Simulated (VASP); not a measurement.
# Ni (Fm-3m) in VASP: further runs

The runs below take Ni through single point, with PBE.

Program: VASP 6.6.1. These are calculated values, not measurements. Logs are shortened: lines on timing, memory, paths and dates and some standing lists are left out, and cuts for length are marked.

## 1. The cell of the first run

It takes space group Fm-3m (No. 225, cubic). Conventional cell: a = 3.544 Å, b = 3.544 Å, c = 3.544 Å, α = 90.00°, β = 90.00°, γ = 90.00°. Ni (site symmetry m-3m) has 12 Ni at 2.51 Å within 3.3 Å.

## 2. Single point, PBE, collinear spin, ferromagnetic start

The input, INCAR:

```
PREC     = Accurate       # precision mode
ENCUT    = 520            # plane-wave cutoff, eV
EDIFF    = 1E-6           # SCF threshold, eV
ISMEAR   = -1             # smearing method
SIGMA    = 0.05           # smearing width, eV
LREAL    = F              # projectors in reciprocal space
LASPH    = T              # aspherical terms in the spheres
NELM     = 150            # most SCF steps
ALGO     = Normal         # electronic algorithm
ISIF     = 2              # what is computed and relaxed
LWAVE    = F              # write WAVECAR
LCHARG   = T              # write CHGCAR
ISPIN    = 2              # spin polarisation
MAGMOM   = 1 1            # initial moments
LORBIT   = 11             # projections on sites
LMAXMIX  = 4              # l up to which the mixer works
GGA      = PE             # functional
LELF     = T              # ELF
LVHAR    = T            
NBANDS   = 21             # bands
ISYM     = 0
```

The input, KPOINTS:

```
Automatic mesh
0
Gamma
  8 11 13
```

The input, POSCAR:

```
Ni
1.0
   -1.7721000000     -1.7721000000     -3.5442000000
    1.7721000000     -1.7721000000      0.0000000000
   -1.7721000000     -1.7721000000      0.0000000000
Ni
2
Direct
    0.0000000000      0.0000000000      0.0000000000
    0.5000000000      0.5000000000      0.0000000000
```

Potentials or basis: VASP PAW PBE potentials, release 64 (Ni).

Command:

```bash
> cat potpaw_PBE.64/Ni/POTCAR > POTCAR
> mpirun -np 1 vasp_std > vasp.out
```

OUTCAR:

```text
PREC = Accurate
   ENCUT = 520
   EDIFF = 1E-6
   ISMEAR = -1
   LREAL = F
   LASPH = T
   NELM = 150
   ISIF = 2
   ISPIN = 2
   LORBIT = 11
   GGA = PE
   ISYM = 0

 ion  position               nearest neighbor table
   1  0.000  0.000  0.000-   2 2.51   2 2.51   2 2.51   2 2.51   2 2.51   2 2.51   2 2.51   2 2.51

   2  0.500  0.500  0.000-   1 2.51   1 2.51   1 2.51   1 2.51   1 2.51   1 2.51   1 2.51   1 2.51

IMPORTANT INFORMATION: All symmetrisations will be switched off!
NOSYMM: (Re-)initialisation of all symmetry stuff for point group C_1.

----------------------------------------------------------------------------------------

                                     Primitive cell

  volume of cell :      22.2600

  direct lattice vectors                    reciprocal lattice vectors
    -1.772100000 -1.772100000 -3.544200000     0.000000000  0.000000000 -0.282151120
     1.772100000 -1.772100000  0.000000000     0.282151120 -0.282151120  0.000000000
    -1.772100000 -1.772100000  0.000000000    -0.282151120 -0.282151120  0.282151120

  length of vectors
     4.340740773  2.506127854  2.506127854     0.282151120  0.399021941  0.488700075

  position of ions in fractional coordinates (direct lattice)
     0.000000000  0.000000000  0.000000000
     0.500000000  0.500000000  0.000000000

  ion indices of the primitive-cell ions
   primitive index   ion index
                 1           1
                 2           2

----------------------------------------------------------------------------------------

 KPOINTS: Automatic mesh

Automatic generation of k-mesh.
 Grid dimensions read from file:
 generate k-points for:    8   11   13

 Generating k-lattice:

  Cartesian coordinates                     Fractional coordinates (reciprocal lattice)
     0.000000000  0.000000000 -0.035268890     0.125000000  0.000000000  0.000000000
     0.025650102 -0.025650102  0.000000000     0.000000000  0.090909091  0.000000000
    -0.021703932 -0.021703932  0.021703932     0.000000000  0.000000000  0.076923077

  Length of vectors
     0.035268890  0.036274722  0.037592313

  Shift w.r.t. Gamma in fractional coordinates (k-lattice)
     0.000000000  0.000000000  0.000000000

 -----------------------------------------------------------------------------
|                                                                             |
|           W    W    AA    RRRRR   N    N  II  N    N   GGGG   !!!           |
|           W    W   A  A   R    R  NN   N  II  NN   N  G    G  !!!           |
|           W    W  A    A  R    R  N N  N  II  N N  N  G       !!!           |
|           W WW W  AAAAAA  RRRRR   N  N N  II  N  N N  G  GGG   !            |
|           WW  WW  A    A  R   R   N   NN  II  N   NN  G    G                |
|           W    W  A    A  R    R  N    N  II  N    N   GGGG   !!!           |
|                                                                             |
|     Your reciprocal lattice and k-lattice belong to different lattice       |
|     classes:                                                                |
|                                                                             |
|        The reciprocal lattice is simple tetragonal,                         |
|        whereas your k-lattice is simple monoclinic.                         |
|                                                                             |
|     Results are often still useful ...                                      |
|                                                                             |
 -----------------------------------------------------------------------------

 WARNING: IBZKPT: internal override: KBLOWUP is changed to .FALSE.
      ... skipping the blow-up phase ...

 Subroutine IBZKPT returns following result:
 ===========================================

 Found    573 irreducible k-points:

 Following reciprocal coordinates:
            Coordinates               Weight
  0.000000  0.000000  0.000000      1.000000
  0.125000  0.000000  0.000000      2.000000
  0.250000  0.000000  0.000000      2.000000
  0.375000  0.000000  0.000000      2.000000
  0.500000  0.000000  0.000000      1.000000
  0.000000  0.090909  0.000000      2.000000
[... 16 lines left out ...]
  0.125000  0.272727  0.000000      2.000000
  0.250000  0.272727  0.000000      2.000000
 [... further k-points ...]
   k-points           NKPTS =    573   k-points in BZ     NKDIM =    573   number of bands    NBANDS=     21
   number of dos      NEDOS =    301   number of ions     NIONS =      2
   total plane-waves  NPLWV =  12800
   dimension x,y,z NGX =    32 NGY =   20 NGZ =   20
   dimension x,y,z NGXF=    64 NGYF=   40 NGZF=   40
   ions per type =               2
   NGX,Y,Z   is equivalent  to a cutoff of  12.26, 13.27, 13.27 a.u.
   NGXF,Y,Z  is equivalent  to a cutoff of  24.51, 26.53, 26.53 a.u.
 SYSTEM =  unknown system
   PREC   = accura    normal or accurate (medium, high low for compatibility)
   ISTART =      0    job   : 0-new  1-cont  2-samecut
   ICHARG =      2    charge: 1-file 2-atom 10-const
   ISPIN  =      2    spin polarized calculation?
   LNONCOLLINEAR =      F non collinear calculations
   LSORBIT =      F    spin-orbit coupling
   LASPH  =      T    aspherical Exc in radial PAW
   ENCUT  =  520.0 eV  38.22 Ry    6.18 a.u.   8.07  4.66  4.66*2*pi/ulx,y,z
   NELM   =    150;   NELMIN=  2; NELMDL= -5     # of ELM steps
   EDIFF  = 0.1E-05   stopping-criterion for ELM
   LREAL  =      F    real-space projection
   EDIFFG = 0.1E-04   stopping-criterion for IOM
   NSW    =      0    number of steps for IOM
   IBRION =     -1    ionic relax: 0-MD 1-quasi-New 2-CG
   NFREE  =      0    steps in history (QN), initial steepest desc. (CG)
   ISIF   =      2    stress and relaxation
   ISYM   =      0    0-nonsym 1-usesym 2-fastsym
   POTIM  = 0.5000    time-step for ionic-motion
   TEBEG  =    0.0;   TEEND  =   0.0 temperature during run
   PSTRESS=    0.0 pullay stress
   NELECT =      20.0000    total number of electrons
   NUPDOWN=      -1.0000    fix difference up-down
   EMIN   =  10.00;   EMAX   =-10.00  energy-range for DOS
   EFERMI =   0.00;   METHOD = LEGACY
   ISMEAR =    -1;   SIGMA  =   0.05  broadening in eV -4-tet -1-fermi 0-gaus
   EFERMI_NEDOS =   21; number of points for ismear=-14 and -15
   IALGO  =     38    algorithm
   IMIX   =      4    mixing-type and parameters
     AMIX     =   0.40;   BMIX     =  1.00
     AMIX_MAG =   1.60;   BMIX_MAG =  1.00
  volume/ion in A,a.u.               =      11.13        75.11
  Fermi-wavevector in a.u.,A,eV,Ry     =   1.579707  2.985214 33.952998  2.495475
  Thomas-Fermi vector in A             =   2.680046
   LORBIT       =     11    0 simple, 1 ext, 2 COOP (PROOUT), +10 PAW based schemes
   GGA     = PE    functional components
   LHFCALC =     F    Hartree Fock is set to
   AEXX    =    0.0000 exact exchange contribution
   IVDW    =     0    specifies the selected vdW correction
   LEPSILON=     F    determine dielectric tensor
   LRPA    =     F    only Hartree local field effects (RPA)
 spin polarized calculation
  energy-cutoff  :      520.00
  volume of cell :       22.26
 maximum number of plane-waves:       613
   NGX = 17   NGY =  9   NGZ =  9

 number of electron      19.9999987 magnetization       1.2477004

 Free energy of the ion-electron system (eV)
  ---------------------------------------------------
  ext. energy  EPLUGINS =         0.00000000
  ---------------------------------------------------
  free energy    TOTEN  =       -10.94957521 eV

  energy without entropy =      -10.92080688  energy(sigma->0) =      -10.93519104

 E-fermi :   9.0566     XC(G=0): -13.1221

 val. band max:        9.0561137076   @ k =  -0.3750  -0.3636   0.0769
 cond. band min:       9.0577487187   @ k =   0.3750  -0.3636   0.3846
 fundamental gap:      0.0016350112
 Fermi energy:         9.0565690721

 spin component 1

 k-point     1 :       0.0000    0.0000    0.0000
  band No.  band energies     occupation
      1       0.2055      1.00000
      2       4.5463      1.00000
      3       4.9814      1.00000
      4       6.6804      1.00000
      5       6.6805      1.00000
      6       6.6831      1.00000
[... 13 lines left out ...]
     20      36.2718      0.00000
     21      36.2723      0.00000

 k-point     2 :       0.1250    0.0000    0.0000
  band No.  band energies     occupation
      1       0.4057      1.00000
      2       4.5552      1.00000
      3       5.0415      1.00000
      4       6.6124      1.00000
      5       6.7353      1.00000
      6       6.7360      1.00000
[... 13 lines left out ...]
     20      34.7381      0.00000
     21      35.3683      0.00000

 k-point     3 :       0.2500    0.0000    0.0000
  band No.  band energies     occupation
      1       0.9936      1.00000
      2       4.4924      1.00000
      3       5.2143      1.00000
      4       6.4158      1.00000
      5       6.8970      1.00000
      6       6.8976      1.00000
[... 13 lines left out ...]
     20      32.3955      0.00000
     21      33.6345      0.00000
[... 457 lines left out ...]
 k-point    23 :       0.1250    0.2727    0.0000
  band No.  band energies     occupation
      1       2.1747      1.00000
      2       5.2616      1.00000
      3       5.5903      1.00000
      4       6.3076      1.00000
      5       6.7969      1.00000
      6       6.9085      1.00000
[... 13 lines left out ...]
     20      36.8821      0.00000
     21      38.3537      0.00000

 k-point    24 :       0.2500    0.2727    0.0000
  band No.  band energies     occupation
      1       2.6391      1.00000
      2       5.1015      1.00000
      3       5.8078      1.00000
      4       6.3853      1.00000
      5       6.6856      1.00000
      6       6.8945      1.00000
[... 13 lines left out ...]
     20      34.3779      0.00000
     21      39.0227      0.00000

 [... further k-points ...]

 spin component 2

 k-point     1 :       0.0000    0.0000    0.0000
  band No.  band energies     occupation
      1       0.1686      1.00000
      2       4.8893      1.00000
      3       5.5956      1.00000
      4       7.4305      1.00000
      5       7.4333      1.00000
      6       7.4334      1.00000
[... 13 lines left out ...]
     20      36.2547      0.00000
     21      36.2552      0.00000

 k-point     2 :       0.1250    0.0000    0.0000
  band No.  band energies     occupation
      1       0.3691      1.00000
      2       4.8795      1.00000
      3       5.6598      1.00000
      4       7.3550      1.00000
      5       7.4893      1.00000
      6       7.4902      1.00000
[... 13 lines left out ...]
     20      34.7774      0.00000
     21      35.3277      0.00000

 k-point     3 :       0.2500    0.0000    0.0000
  band No.  band energies     occupation
      1       0.9582      1.00000
      2       4.7403      1.00000
      3       5.8449      1.00000
      4       7.1411      1.00000
      5       7.6570      1.00000
      6       7.6579      1.00000
[... 13 lines left out ...]
     20      32.4661      0.00000
     21      33.5682      0.00000
[... 457 lines left out ...]
 k-point    23 :       0.1250    0.2727    0.0000
  band No.  band energies     occupation
      1       2.1554      1.00000
      2       5.7320      1.00000
      3       6.0611      1.00000
      4       6.9889      1.00000
      5       7.4064      1.00000
      6       7.6007      1.00000
[... 13 lines left out ...]
     20      36.9412      0.00000
     21      38.3102      0.00000

 k-point    24 :       0.2500    0.2727    0.0000
  band No.  band energies     occupation
      1       2.6431      1.00000
      2       5.5388      1.00000
      3       6.2517      1.00000
      4       7.0123      1.00000
      5       7.2870      1.00000
      6       7.5789      1.00000
[... 13 lines left out ...]
     20      34.4662      0.00000
     21      39.0415      0.00000

 [... further k-points ...]
[... 5 lines left out ...]
  --------------------------------------------------------------------------------------
  -------------------------------------------------------------------------------------
  Total       -0.5944168     -0.5944148     -0.5684483     -0.0002650     -0.0031794     -0.0031815
  in kB      -42.7835673    -42.7834238    -40.9144694     -0.0190709     -0.2288418     -0.2289893
  external PRESSURE =     -42.1604868 kB  Pullay stress =       0.0000000 kB

 VOLUME and BASIS-vectors are now :
 -----------------------------------------------------------------------------
  energy-cutoff  :      520.00
  volume of cell :       22.26
      direct lattice vectors                 reciprocal lattice vectors
    -1.772100000 -1.772100000 -3.544200000     0.000000000  0.000000000 -0.282151120
     1.772100000 -1.772100000  0.000000000     0.282151120 -0.282151120  0.000000000
    -1.772100000 -1.772100000  0.000000000    -0.282151120 -0.282151120  0.282151120

 POSITION                                       TOTAL-FORCE (eV/Angst)
 -----------------------------------------------------------------------------------
      0.00000      0.00000      0.00000        -0.000001      0.000000      0.000000
      0.00000     -1.77210     -1.77210         0.000001     -0.000000     -0.000000
 -----------------------------------------------------------------------------------
    total drift:                               -0.000000      0.000000     -0.000000

  FREE ENERGIE OF THE ION-ELECTRON SYSTEM (eV)
  ---------------------------------------------------
  free  energy   TOTEN  =       -10.9495752134 eV

  energy  without entropy=      -10.9208068762  energy(sigma->0) =      -10.93519104

 total charge

# of ion       s       p       d       tot
------------------------------------------
    1        0.488   0.478   8.304   9.270
    2        0.488   0.478   8.304   9.270
--------------------------------------------------
tot          0.976   0.957  16.608  18.540

 magnetization (x)

# of ion       s       p       d       tot
------------------------------------------
    1       -0.007  -0.024   0.669   0.638
    2       -0.007  -0.024   0.669   0.638
--------------------------------------------------
tot         -0.013  -0.049   1.337   1.275
```

Wall time 2.3 min (1 thread of Intel Xeon 6975P-C (Granite Rapids), shared host); peak memory 0.44 GiB.

What came out:

- Free energy: -10.9496 eV
- Pressure: -4.2 GPa
- Net moment: 1.25 μB per cell
- Site moments: Ni +0.64 μB
- Valence electrons inside the program's atomic spheres: Ni 9.27

Caveat: the cell stands under tension.

## 3. Single point, PBE, collinear spin, antiferromagnetic start

The input, INCAR:

```
SYSTEM = Ni
PREC = Accurate
ENCUT = 520
EDIFF = 1E-6
ISMEAR = -1
SIGMA = 0.05
LREAL = .FALSE.
LASPH = .TRUE.
NELM = 150
ALGO = Normal
ISIF = 2
LWAVE = .FALSE.
LCHARG = .FALSE.
ISPIN = 2
MAGMOM = 2 -2
LORBIT = 11
LMAXMIX = 4
GGA = PE
NBANDS = 21
ISYM = 0
```

The input, KPOINTS:

```
regular mesh
0
G
  8 11 13
  0 0 0
```

POSCAR is that of step 2.

Potentials or basis: VASP PAW PBE potentials, release 64 (Ni).

Command:

```bash
> cat potpaw_PBE.64/Ni/POTCAR > POTCAR
> mpirun -np 1 vasp_std > vasp.out
```

Run time: 3.3 min. Hardware: 1 thread of Intel Xeon 6975P-C (Granite Rapids), shared host; peak memory 0.44 GiB.

The run converged. Its results:

| Quantity | Value |
| --- | --- |
| Free energy | -10.8437 eV |
| Pressure | -4.9 GPa |
| Band gap on the k mesh | zero (filled and empty bands overlap) |
| Net moment | 0.00 μB per cell |
| Site moments | Ni +0.12, -0.12 μB |
| Valence electrons inside the program's atomic spheres | Ni 9.27 |

Stress tensor (GPa, compression positive):
```
-4.85 -0.11 -0.01
-0.11 -4.85 -0.01
-0.01 -0.01 -5.11
```

Levels at points of the mesh, in eV from the Fermi level:
Spin up:
```csv
k point,band 7,band 8,band 9,band 10,band 11,band 12,band 13,band 14
"(0.00, 0.00, 0.00)",-0.73,-0.73,-0.03,0.16,0.16,2.60,9.34,14.81
"(0.50, 0.00, 0.00)",-1.01,-1.01,-0.92,-0.91,-0.42,-0.35,19.19,19.19
```
Spin down:
```tsv
k point	band 8	band 9	band 10	band 11	band 12	band 13
(0.00, 0.00, 0.00)	-0.73	-0.03	0.16	0.16	2.60	9.34
(0.50, 0.00, 0.00)	-1.01	-0.92	-0.91	-0.42	-0.35	19.19
```

Caveat: the cell stands under tension.
